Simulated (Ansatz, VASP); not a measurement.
One calculation of Ru, two programs

```
Ru
1.0
     0.00000    1.75464    2.28103
     1.75464    0.00000    2.28103
     1.75464    1.75464    0.00000
Ru
1
Direct
  0.00000 0.00000 0.00000
```

Alike in both runs: task single point; functional PBE; k mesh 24 × 24 × 24; occupations gaussian, width 0.15 eV; no spin polarisation.

```csv
,VASP,Ansatz
version,VASP 6.6.1,Ansatz 0.2.0
potentials or method,"VASP PAW PBE potentials, release 64 (Ru_pv), cutoff 520 eV","scalar-relativistic, plane waves, PAW"
valence electrons in the cell,14,16
```

```tsv
	VASP	Ansatz	Ansatz less VASP
gap on the k mesh at the Fermi level (eV)	none	none	-
pressure (GPa)	8.0	8.0	-0.02
traceless stress, the component that is largest in VASP (GPa)	-42.84	-42.75	+0.087
```

A gap of «none» marks a metal or a gap that the smearing closes. VASP's potentials hold 14 valence electrons a cell and Ansatz's 16, so a difference there can come from the potentials and not from the codes.
